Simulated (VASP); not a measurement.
# Sr (R-3m) in VASP: further runs, part 2 of 2

VASP 6.6.1. Earlier steps stand in the parts before.

### 6 Single point, PBEsol

This run uses another cell than the first one, of the same volume but with other edges.

File INCAR:

```
PREC = Accurate
ENCUT = 520
EDIFF = 1E-6
ISMEAR = 0
SIGMA = 0.15
LREAL = F
LASPH = T
NELM = 100
ALGO = Fast
ISIF = 2
LWAVE = F
LCHARG = F
GGA = PS
NBANDS = 11
```

File KPOINTS:

```
Automatic mesh
0
Gamma
  16 16 16
```

File POSCAR:

```
Sr
1.0
   -2.9810340495      2.4555022110      2.4555022110
    2.4555022110     -2.9810340495      2.4555022110
    2.4555022110      2.4555022110     -2.9810340495
Sr
1
Direct
    0.0000000000      0.0000000000      0.0000000000
```

Potentials or basis: VASP PAW PBE potentials, release 64 (Sr_sv).

The run is started by

```console
cat potpaw_PBE.64/Sr_sv/POTCAR > POTCAR
mpirun -np 1 vasp_std > vasp.out
```

OUTCAR:

```text
PREC = Accurate
   ENCUT = 520
   EDIFF = 1E-6
   ISMEAR = 0
   LREAL = F
   LASPH = T
   NELM = 100
   ISIF = 2
   GGA = PS

 ion  position               nearest neighbor table
   1  0.000  0.000  0.000-

  LATTYP: Found a trigonal (rhomboedric) cell.
 ALAT       =     4.5766304440
 COS(alpha) =    -0.4110840653

  Lattice vectors:

 A1 = (  -2.9810340495,   2.4555022110,   2.4555022110)
 A2 = (   2.4555022110,  -2.9810340495,   2.4555022110)
 A3 = (   2.4555022110,   2.4555022110,  -2.9810340495)

Analysis of symmetry for initial positions (statically):
=====================================================================
 Subroutine PRICEL returns:
 Original cell was already a primitive cell.

 Routine SETGRP: Setting up the symmetry group for a
 trigonal (rhombohedral) supercell.

 Subroutine GETGRP returns: Found 12 space group operations
 (whereof 12 operations were pure point group operations)
 out of a pool of 12 trial point group operations.

The static configuration has the point symmetry D_3d.

Analysis of symmetry for dynamics (positions and initial velocities):
=====================================================================
 Subroutine PRICEL returns:
 Original cell was already a primitive cell.

 Routine SETGRP: Setting up the symmetry group for a
 trigonal (rhombohedral) supercell.

 Subroutine GETGRP returns: Found 12 space group operations
 (whereof 12 operations were pure point group operations)
 out of a pool of 12 trial point group operations.

The dynamic configuration has the point symmetry D_3d.

 Subroutine INISYM returns: Found 12 space group operations
 (whereof 12 operations are pure point group operations),
 and found     1 'primitive' translations

[... 113 lines left out ...]
  volume/ion in A,a.u.               =      57.04       384.94
  Fermi-wavevector in a.u.,A,eV,Ry     =   0.916241  1.731445 11.422060  0.839498
  Thomas-Fermi vector in A             =   2.041074
   LORBIT       =      0    0 simple, 1 ext, 2 COOP (PROOUT), +10 PAW based schemes
   GGA     = PS    functional components
   LHFCALC =     F    Hartree Fock is set to
   AEXX    =    0.0000 exact exchange contribution
   IVDW    =     0    specifies the selected vdW correction
   LEPSILON=     F    determine dielectric tensor
   LRPA    =     F    only Hartree local field effects (RPA)
 non-spin polarized calculation
 RMM-DIIS sequential band-by-band and
 Gauss-broadening in eV      SIGMA  =   0.15
  energy-cutoff  :      520.00
  volume of cell :       57.04
 maximum number of plane-waves:      1557
 NGX is ok and might be reduce to    36

 number of electron      10.0000000 magnetization

 Free energy of the ion-electron system (eV)
  ---------------------------------------------------
  ext. energy  EPLUGINS =         0.00000000
  ---------------------------------------------------
  free energy    TOTEN  =        -1.36150800 eV

  energy without entropy =       -1.33796736  energy(sigma->0) =       -1.34973768

 E-fermi :   1.2053     XC(G=0):  -7.2872

 val. band max:        1.2047192646   @ k =   0.3125   0.2500   0.1875
 cond. band min:       1.2054089245   @ k =  -0.4375   0.5000   0.4375
 fundamental gap:      0.0006896599
 Fermi energy:         1.2053096656

 k-point     1 :       0.0000    0.0000    0.0000
  band No.  band energies     occupation
      1     -35.4907      2.00000
      2     -17.3995      2.00000
      3     -17.3995      2.00000
      4     -17.1191      2.00000
      5      -2.1762      2.00000
      6       2.0180      0.00000
      7       3.2976      0.00000
      8       3.2976      0.00000
      9       6.2704      0.00000
     10       6.2704      0.00000
     11       7.6020      0.00000
[... 309 lines left out ...]
 k-point    24 :      -0.0625    0.0625    0.0000
  band No.  band energies     occupation
      1     -35.4905      2.00000
      2     -17.4029      2.00000
      3     -17.4003      2.00000
      4     -17.1192      2.00000
      5      -2.1268      2.00000
      6       2.0070      0.00000
      7       3.1968      0.00000
      8       3.3406      0.00000
      9       6.2696      0.00000
     10       6.2818      0.00000
     11       7.7724      0.00000

 [... further k-points ...]

------------------------ aborting loop because EDIFF is reached ----------------------------------------

  FORCE on cell =-STRESS in cart. coord.  units (eV):
  Direction    XX          YY          ZZ          XY          YZ          ZX
  --------------------------------------------------------------------------------------
  -------------------------------------------------------------------------------------
  Total        0.0578587      0.0578587      0.0578587      1.5036308      1.5036308      1.5036308
  in kB        1.6251137      1.6251137      1.6251137     42.2334524     42.2334524     42.2334524
  external PRESSURE =       1.6251137 kB  Pullay stress =       0.0000000 kB

 VOLUME and BASIS-vectors are now :
 -----------------------------------------------------------------------------
  energy-cutoff  :      520.00
  volume of cell :       57.04
      direct lattice vectors                 reciprocal lattice vectors
    -2.981034049  2.455502211  2.455502211     0.050087125  0.234027772  0.234027772
     2.455502211 -2.981034049  2.455502211     0.234027772  0.050087125  0.234027772
     2.455502211  2.455502211 -2.981034049     0.234027772  0.234027772  0.050087125

 POSITION                                       TOTAL-FORCE (eV/Angst)
 -----------------------------------------------------------------------------------
      0.00000      0.00000      0.00000         0.000000      0.000000     -0.000000
 -----------------------------------------------------------------------------------
    total drift:                               -0.000000     -0.000000      0.000000

  FREE ENERGIE OF THE ION-ELECTRON SYSTEM (eV)
  ---------------------------------------------------
  free  energy   TOTEN  =        -1.3615080015 eV

  energy  without entropy=       -1.3379673566  energy(sigma->0) =       -1.34973768
```

OSZICAR:

```text
N       E                     dE             d eps       ncg     rms          rms(c)
DAV:   1     0.366104460737E+02    0.36610E+02   -0.47405E+03  9174   0.781E+02
DAV:   2     0.443992016758E+00   -0.36166E+02   -0.35510E+02 10831   0.151E+02
DAV:   3    -0.127974513683E+01   -0.17237E+01   -0.17011E+01 13462   0.244E+01
DAV:   4    -0.136202349330E+01   -0.82278E-01   -0.82077E-01 12075   0.491E+00
DAV:   5    -0.136395577402E+01   -0.19323E-02   -0.19321E-02 13047   0.589E-01    0.121E+01
RMM:   6    -0.136176387826E+01    0.21919E-02   -0.61158E-03  9810   0.895E-01    0.695E+00
RMM:   7    -0.136096274477E+01    0.80113E-03   -0.14016E-02 10918   0.138E+00    0.235E-01
RMM:   8    -0.136138016421E+01   -0.41742E-03   -0.42602E-03 13201   0.394E-01    0.748E-02
RMM:   9    -0.136148064585E+01   -0.10048E-03   -0.71562E-04 15382   0.114E-01    0.714E-02
RMM:  10    -0.136149691987E+01   -0.16274E-04   -0.11446E-04 14647   0.597E-02    0.566E-02
RMM:  11    -0.136150799736E+01   -0.11077E-04   -0.27267E-05 14607   0.313E-02    0.181E-02
RMM:  12    -0.136150776929E+01    0.22808E-06   -0.13647E-05 14021   0.163E-02    0.375E-03
RMM:  13    -0.136150800152E+01   -0.23224E-06   -0.33492E-06 11182   0.691E-03
   1 F= -.13615080E+01 E0= -.13497377E+01  d E =-.235406E-01
```

stdout:

```text
POSCAR found type information on POSCAR Sr
 POSCAR found :  1 types and       1 ions
 scaLAPACK will be used
 -----------------------------------------------------------------------------
|                                                                             |
|                                                                             |
|     You enforced a specific xc type in the INCAR file but a different       |
|     I HOPE YOU KNOW WHAT YOU ARE DOING!                                     |
|                                                                             |
 -----------------------------------------------------------------------------

 LDA part: xc-table for (Slater+PW92), standard interpolation
 POSCAR, INCAR and KPOINTS ok, starting setup
 FFT: planning ... GRIDC
 FFT: planning ... GRID_SOFT
 FFT: planning ... GRID
 WAVECAR not read
 entering main loop
WARNING in EDDRMM: call to ZHEGV failed, returncode =   6  3     10
WARNING in EDDRMM: call to ZHEGV failed, returncode =   6  3      9
WARNING in EDDRMM: call to ZHEGV failed, returncode =   8  4     10
WARNING in EDDRMM: call to ZHEGV failed, returncode =   6  3      5
WARNING in EDDRMM: call to ZHEGV failed, returncode =   6  3      9
WARNING in EDDRMM: call to ZHEGV failed, returncode =   6  3      9
WARNING in EDDRMM: call to ZHEGV failed, returncode =   6  3      8
WARNING in EDDRMM: call to ZHEGV failed, returncode =   6  3      7
```

It took 3.3 min on 1 thread of AMD EPYC 9R45 (Zen 5), shared host; peak memory 0.38 GiB.

What came out:

- Free energy: -1.3615 eV
- Pressure: 0.2 GPa
- Band gap on the k mesh: zero (bands 5 and 6 overlap by 0.69 eV)

Caveat: the PAW data sets were made with another functional, which shifts forces and pressure a little.

### 7 Summary

```csv
cell,further INCAR settings,gap on the mesh (eV),pressure (GPa)
"a = 3.871 Å, angles 95.9°, 1 atom",ALGO = Fast; EDIFF = 1e-07; NBANDS = 11,none,-0.5
"a = 4.271 Å, angles 110.7°, 1 atom",ALGO = Fast; EDIFF = 1e-06; NBANDS = 11,none,-1.0
"a = 4.132 Å, angles 108.0°, 1 atom",ALGO = Fast; EDIFF = 1e-07; NBANDS = 11,none,-1.0
"a = 5.067 Å, angles 117.0°, 1 atom",ALGO = Fast; EDIFF = 1e-06; NBANDS = 11,none,3.0
"a = 4.577 Å, angles 114.3°, 1 atom",ALGO = Fast; EDIFF = 1e-06; NBANDS = 11,none,0.2
```

Alike in all rows: task single point; level PBEsol; potentials or basis VASP PAW PBE potentials, release 64 (Sr_sv); no spin polarisation; k mesh 16 × 16 × 16; cutoff (eV) 520; smearing gaussian 0.15 eV.

Caveats: the PAW data sets were made with another functional, which shifts forces and pressure a little; the cell stands under pressure (at least some runs).

Absolute energies hang on the potentials; compare differences alone.
